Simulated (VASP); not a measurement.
# PbF2 (Fm-3m) in VASP: notebook

PbF2 is run at these levels: PBE+D3(BJ), PBE+D4; tasks: single point, relaxation of cell and atoms.

Program: VASP 6.6.1. These are calculated values, not measurements. Logs are shortened: lines on timing, memory, paths and dates and some standing lists are left out, and cuts for length are marked.

## Step 1: The cell of the first run

The structure is cubic, space group Fm-3m (No. 225). The conventional cell has a = 5.962 Å, b = 5.962 Å, c = 5.962 Å, α = 90.00°, β = 90.00°, γ = 90.00°. Within 3.4 Å of Pb (site symmetry m-3m) lie 8 F at 2.58 Å. F (site symmetry -43m) has 4 Pb at 2.58 Å and 6 F at 2.98 Å within 3.4 Å.

## Step 2: Single point, PBE+D3(BJ)

File INCAR:

```
ALGO = Normal
EDIFF = 1E-6
ENCUT = 600
GGA = PE
GGA_COMPAT = F
ISIF = 2
ISMEAR = -1
IVDW = 12
LASPH = T
LCHARG = T
LELF = T
LREAL = F
LVHAR = T
LWAVE = F
NBANDS = 21
NELM = 120
PREC = Accurate
SIGMA = 0.05
```

File KPOINTS:

```
k-points
0
Gamma
  8 8 8
```

File POSCAR:

```
PbF2
1.0
    0.0000000000      2.9811576086      2.9811576086
    2.9811576086      0.0000000000      2.9811576086
    2.9811576086      2.9811576086      0.0000000000
Pb F
1 2
Direct
    0.0000000000      0.0000000000      0.0000000000
    0.7500000000      0.7500000000      0.7500000000
    0.2500000000      0.2500000000      0.2500000000
```

Potentials or basis: VASP PAW PBE potentials, release 64 (Pb_d, F).

Run with:

```
cat potpaw_PBE.64/Pb_d/POTCAR potpaw_PBE.64/F/POTCAR > POTCAR
mpirun -np 1 vasp_std > vasp.out
```

OUTCAR:

```text
EDIFF = 1E-6
   ENCUT = 600
   GGA = PE
   ISIF = 2
   ISMEAR = -1
   IVDW = 12
   LASPH = T
   LREAL = F
   NELM = 120
   PREC = Accurate
 IVDW          = 12

 ion  position               nearest neighbor table
   1  0.000  0.000  0.000-   2 2.58   2 2.58   2 2.58   2 2.58   3 2.58   3 2.58   3 2.58   3 2.58

   2  0.750  0.750  0.750-   1 2.58   1 2.58   1 2.58   1 2.58
   3  0.250  0.250  0.250-   1 2.58   1 2.58   1 2.58   1 2.58

  LATTYP: Found a face centered cubic cell.
 ALAT       =     5.9623152172

  Lattice vectors:

 A1 = (   0.0000000000,   2.9811576086,   2.9811576086)
 A2 = (   2.9811576086,   0.0000000000,   2.9811576086)
 A3 = (   2.9811576086,   2.9811576086,   0.0000000000)

Analysis of symmetry for initial positions (statically):
=====================================================================
 Subroutine PRICEL returns:
 Original cell was already a primitive cell.

 Routine SETGRP: Setting up the symmetry group for a
 face centered cubic supercell.

 Subroutine GETGRP returns: Found 48 space group operations
 (whereof 48 operations were pure point group operations)
 out of a pool of 48 trial point group operations.

The static configuration has the point symmetry O_h .

Analysis of symmetry for dynamics (positions and initial velocities):
=====================================================================
 Subroutine PRICEL returns:
 Original cell was already a primitive cell.

 Routine SETGRP: Setting up the symmetry group for a
 face centered cubic supercell.

 Subroutine GETGRP returns: Found 48 space group operations
 (whereof 48 operations were pure point group operations)
 out of a pool of 48 trial point group operations.

The dynamic configuration has the point symmetry O_h .

 Subroutine INISYM returns: Found 48 space group operations
 (whereof 48 operations are pure point group operations),
 and found     1 'primitive' translations

----------------------------------------------------------------------------------------

                                     Primitive cell

  volume of cell :      52.9889

  direct lattice vectors                    reciprocal lattice vectors
     0.000000000  2.981157609  2.981157609    -0.167720082  0.167720082  0.167720082
     2.981157609  0.000000000  2.981157609     0.167720082 -0.167720082  0.167720082
     2.981157609  2.981157609  0.000000000     0.167720082  0.167720082 -0.167720082

  length of vectors
     4.215993522  4.215993522  4.215993522     0.290499704  0.290499704  0.290499704

  position of ions in fractional coordinates (direct lattice)
     0.000000000  0.000000000  0.000000000
     0.750000000  0.750000000  0.750000000
     0.250000000  0.250000000  0.250000000

  ion indices of the primitive-cell ions
   primitive index   ion index
                 1           1
                 2           2
                 3           3

----------------------------------------------------------------------------------------

 KPOINTS: k-points

Automatic generation of k-mesh.
 Grid dimensions read from file:
 generate k-points for:    8    8    8

 Generating k-lattice:

  Cartesian coordinates                     Fractional coordinates (reciprocal lattice)
    -0.020965010  0.020965010  0.020965010     0.125000000  0.000000000  0.000000000
     0.020965010 -0.020965010  0.020965010     0.000000000  0.125000000  0.000000000
     0.020965010  0.020965010 -0.020965010     0.000000000  0.000000000  0.125000000

  Length of vectors
     0.036312463  0.036312463  0.036312463

  Shift w.r.t. Gamma in fractional coordinates (k-lattice)
     0.000000000  0.000000000  0.000000000

 Subroutine IBZKPT returns following result:
 ===========================================

 Found     29 irreducible k-points:

 Following reciprocal coordinates:
            Coordinates               Weight
  0.000000  0.000000  0.000000      1.000000
  0.125000  0.000000  0.000000      8.000000
  0.250000  0.000000  0.000000      8.000000
  0.375000  0.000000  0.000000      8.000000
  0.500000  0.000000  0.000000      4.000000
  0.125000  0.125000  0.000000      6.000000
[... 16 lines left out ...]
  0.500000  0.250000  0.125000     48.000000
 -0.375000  0.250000  0.125000     24.000000
 [... further k-points ...]
   k-points           NKPTS =     29   k-points in BZ     NKDIM =     29   number of bands    NBANDS=     21
   number of dos      NEDOS =    301   number of ions     NIONS =      3
   total plane-waves  NPLWV =  46656
   dimension x,y,z NGX =    36 NGY =   36 NGZ =   36
   dimension x,y,z NGXF=    72 NGYF=   72 NGZF=   72
   ions per type =               1   2
   NGX,Y,Z   is equivalent  to a cutoff of  14.20, 14.20, 14.20 a.u.
   NGXF,Y,Z  is equivalent  to a cutoff of  28.39, 28.39, 28.39 a.u.
 SYSTEM =  unknown system
   PREC   = accura    normal or accurate (medium, high low for compatibility)
   ISTART =      0    job   : 0-new  1-cont  2-samecut
   ICHARG =      2    charge: 1-file 2-atom 10-const
   ISPIN  =      1    spin polarized calculation?
   LNONCOLLINEAR =      F non collinear calculations
   LSORBIT =      F    spin-orbit coupling
   LASPH  =      T    aspherical Exc in radial PAW
   ENCUT  =  600.0 eV  44.10 Ry    6.64 a.u.   8.42  8.42  8.42*2*pi/ulx,y,z
   NELM   =    120;   NELMIN=  2; NELMDL= -5     # of ELM steps
   EDIFF  = 0.1E-05   stopping-criterion for ELM
   LREAL  =      F    real-space projection
   EDIFFG = 0.1E-04   stopping-criterion for IOM
   NSW    =      0    number of steps for IOM
   IBRION =     -1    ionic relax: 0-MD 1-quasi-New 2-CG
   NFREE  =      0    steps in history (QN), initial steepest desc. (CG)
   ISIF   =      2    stress and relaxation
   ISYM   =      2    0-nonsym 1-usesym 2-fastsym
   POTIM  = 0.5000    time-step for ionic-motion
   TEBEG  =    0.0;   TEEND  =   0.0 temperature during run
   PSTRESS=    0.0 pullay stress
   NELECT =      28.0000    total number of electrons
   NUPDOWN=      -1.0000    fix difference up-down
   EMIN   =  10.00;   EMAX   =-10.00  energy-range for DOS
   EFERMI =   0.00;   METHOD = LEGACY
   ISMEAR =    -1;   SIGMA  =   0.05  broadening in eV -4-tet -1-fermi 0-gaus
   EFERMI_NEDOS =   21; number of points for ismear=-14 and -15
   IALGO  =     38    algorithm
   IMIX   =      4    mixing-type and parameters
     AMIX     =   0.40;   BMIX     =  1.00
     AMIX_MAG =   1.60;   BMIX_MAG =  1.00
  volume/ion in A,a.u.               =      17.66       119.20
  Fermi-wavevector in a.u.,A,eV,Ry     =   1.323526  2.501102 23.833623  1.751722
  Thomas-Fermi vector in A             =   2.453128
   LORBIT       =      0    0 simple, 1 ext, 2 COOP (PROOUT), +10 PAW based schemes
   GGA     = PE    functional components
   LHFCALC =     F    Hartree Fock is set to
   AEXX    =    0.0000 exact exchange contribution
   IVDW    =    12    specifies the selected vdW correction
   LEPSILON=     F    determine dielectric tensor
   LRPA    =     F    only Hartree local field effects (RPA)
 non-spin polarized calculation
  energy-cutoff  :      600.00
  volume of cell :       52.99
 maximum number of plane-waves:      1807
 NGX is ok and might be reduce to    36
   NGX = 17   NGY = 17   NGZ = 17

 number of electron      28.0000003 magnetization

 Free energy of the ion-electron system (eV)
  ---------------------------------------------------
  ext. energy  EPLUGINS =         0.00000000
  ---------------------------------------------------
  free energy    TOTEN  =       -14.34954505 eV

  energy without entropy =      -14.34954505  energy(sigma->0) =      -14.34954505

 E-fermi :   2.8404     XC(G=0):  -9.3183

 val. band max:        1.6717767253   @ k =  -0.2500   0.5000   0.2500
 cond. band min:       6.0911527075   @ k =   0.5000   0.5000   0.0000
 fundamental gap:      4.4193759823
 Fermi energy:         2.8403900101

 k-point     1 :       0.0000    0.0000    0.0000
  band No.  band energies     occupation
      1     -19.2826      2.00000
      2     -18.6939      2.00000
      3     -12.7449      2.00000
      4     -12.7449      2.00000
      5     -12.7449      2.00000
      6     -12.6957      2.00000
[... 13 lines left out ...]
     20      16.7856      0.00000
     21      19.0583      0.00000

 k-point     2 :       0.1250    0.0000    0.0000
  band No.  band energies     occupation
      1     -19.2541      2.00000
      2     -18.7197      2.00000
      3     -12.7392      2.00000
      4     -12.7392      2.00000
      5     -12.7152      2.00000
      6     -12.6955      2.00000
[... 13 lines left out ...]
     20      16.3634      0.00000
     21      18.5030      0.00000

 k-point     3 :       0.2500    0.0000    0.0000
  band No.  band energies     occupation
      1     -19.1792      2.00000
      2     -18.7867      2.00000
      3     -12.7308      2.00000
      4     -12.7308      2.00000
      5     -12.6897      2.00000
      6     -12.6897      2.00000
[... 13 lines left out ...]
     20      15.7974      0.00000
     21      17.2761      0.00000

 k-point     4 :       0.3750    0.0000    0.0000
  band No.  band energies     occupation
      1     -19.0828      2.00000
      2     -18.8730      2.00000
      3     -12.7303      2.00000
      4     -12.7303      2.00000
      5     -12.6758      2.00000
      6     -12.6758      2.00000
[... 13 lines left out ...]
     20      15.4784      0.00000
     21      16.2338      0.00000

 k-point     5 :       0.5000    0.0000    0.0000
  band No.  band energies     occupation
      1     -19.0096      2.00000
      2     -18.9413      2.00000
      3     -12.7315      2.00000
      4     -12.7315      2.00000
      5     -12.6686      2.00000
      6     -12.6686      2.00000
[... 13 lines left out ...]
     20      15.3879      0.00000
     21      15.8191      0.00000
[... 382 lines left out ...]
     20      18.3710      0.00000
     21      18.9266      0.00000

 k-point    22 :       0.3750    0.2500    0.1250
  band No.  band energies     occupation
      1     -19.1265      2.00000
      2     -18.8309      2.00000
      3     -12.7142      2.00000
      4     -12.7086      2.00000
      5     -12.6998      2.00000
      6     -12.6723      2.00000
[... 13 lines left out ...]
     20      16.8937      0.00000
     21      17.7324      0.00000

 k-point    23 :       0.5000    0.2500    0.1250
  band No.  band energies     occupation
      1     -19.0497      2.00000
      2     -18.8975      2.00000
      3     -12.7145      2.00000
      4     -12.7058      2.00000
      5     -12.6829      2.00000
      6     -12.6512      2.00000
[... 13 lines left out ...]
     20      17.4447      0.00000
     21      18.0072      0.00000

 k-point    24 :      -0.3750    0.2500    0.1250
  band No.  band energies     occupation
      1     -18.9884      2.00000
      2     -18.9541      2.00000
      3     -12.7146      2.00000
      4     -12.7075      2.00000
      5     -12.6719      2.00000
      6     -12.6427      2.00000
[... 13 lines left out ...]
     20      17.6437      0.00000
     21      18.1451      0.00000

 [... further k-points ...]

------------------------ aborting loop because EDIFF is reached ----------------------------------------

 Edisp (eV)   -0.45253

 E8    (eV) :    -0.1950

  FORCE on cell =-STRESS in cart. coord.  units (eV):
  Direction    XX          YY          ZZ          XY          YZ          ZX
  --------------------------------------------------------------------------------------
  -------------------------------------------------------------------------------------
  Total      -0.07953    -0.07953    -0.07953     0.00000    -0.00000     0.00000
  in kB      -2.40467    -2.40467    -2.40467     0.00000    -0.00000     0.00000
  external pressure =       -2.40 kB  Pullay stress =        0.00 kB

 VOLUME and BASIS-vectors are now :
 -----------------------------------------------------------------------------
  energy-cutoff  :      600.00
  volume of cell :       52.99
      direct lattice vectors                 reciprocal lattice vectors
     0.000000000  2.981157609  2.981157609    -0.167720082  0.167720082  0.167720082
     2.981157609  0.000000000  2.981157609     0.167720082 -0.167720082  0.167720082
     2.981157609  2.981157609  0.000000000     0.167720082  0.167720082 -0.167720082

 POSITION                                       TOTAL-FORCE (eV/Angst)
 -----------------------------------------------------------------------------------
      0.00000      0.00000      0.00000        -0.000000     -0.000000     -0.000000
      4.47174      4.47174      4.47174        -0.000000     -0.000000     -0.000000
      1.49058      1.49058      1.49058         0.000000      0.000000      0.000000
 -----------------------------------------------------------------------------------
    total drift:                                0.000000      0.000000      0.000000

  FREE ENERGIE OF THE ION-ELECTRON SYSTEM (eV)
  ---------------------------------------------------
  free  energy   TOTEN  =       -14.8020718140 eV

  energy  without entropy=      -14.8020718139  energy(sigma->0) =      -14.80207181
```

Wall time 92 s (1 thread of Oxide Virtual Turin-like, shared host); peak memory 0.19 GiB.

Results:

```
Free energy                : -14.8021 eV
Pressure                   : -0.2 GPa
Band gap on the k mesh     : 4.42 eV (least direct gap 4.56 eV)
Dispersion energy per atom : -0.151 eV
```

Caveat: spin-orbit coupling is left out, which moves the levels of the heavy elements.

## Step 3: Single point, PBE+D4

This run uses another cell than the first one, of 17.93 Å³/atom.

File INCAR:

```
PREC = Accurate ; ENCUT = 600
EDIFF = 1E-6 ; ISMEAR = -1
SIGMA = 0.05 ; LREAL = False
LASPH = True ; NELM = 120
ALGO = Normal ; ISIF = 2
LWAVE = False ; LCHARG = True
GGA = PE ; IVDW = 13
LELF = True ; LVHAR = True
NBANDS = 21 ; GGA_COMPAT = False
```

File KPOINTS:

```
regular mesh
0
Gamma
  8 8 8
```

File POSCAR:

```
PbF2
1.0
    0.0000000000      2.9962269280      2.9962269280
    2.9962269280      0.0000000000      2.9962269280
    2.9962269280      2.9962269280      0.0000000000
Pb F
1 2
Direct
    0.0000000000      0.0000000000      0.0000000000
    0.7500000000      0.7500000000      0.7500000000
    0.2500000000      0.2500000000      0.2500000000
```

Potentials or basis: VASP PAW PBE potentials, release 64 (Pb_d, F).

Run with:

```
cat potpaw_PBE.64/Pb_d/POTCAR potpaw_PBE.64/F/POTCAR > POTCAR
mpirun -np 1 vasp_std > vasp.out
```

Wall time 93 s (1 thread of Oxide Virtual Turin-like, shared host); peak memory 0.18 GiB.

It converged, with:

| Property | Result |
| --- | --- |
| Free energy | -14.9204 eV |
| Pressure | -0.2 GPa |
| Band gap on the k mesh | 4.42 eV (least direct gap 4.56 eV) |
| Dispersion energy per atom | -0.189 eV |

Levels at points of the mesh, in eV from the valence-band top:
| k point | band 12 | band 13 | band 14 | band 15 | band 16 | band 17 |
| --- | --- | --- | --- | --- | --- | --- |
| (0.00, 0.00, 0.00) | -1.78 | -1.78 | -1.78 | 6.74 | 6.74 | 6.74 |
| (0.50, 0.00, 0.00) | -1.95 | -1.95 | -0.01 | 5.03 | 7.56 | 7.56 |
| (0.50, 0.50, 0.00) | -1.38 | -1.37 | -0.14 | 4.42 | 7.78 | 7.78 |

Caveat: spin-orbit coupling is left out, which moves the levels of the heavy elements. A k mesh can miss the band edges.

(Part 1 of 2 ends here.)
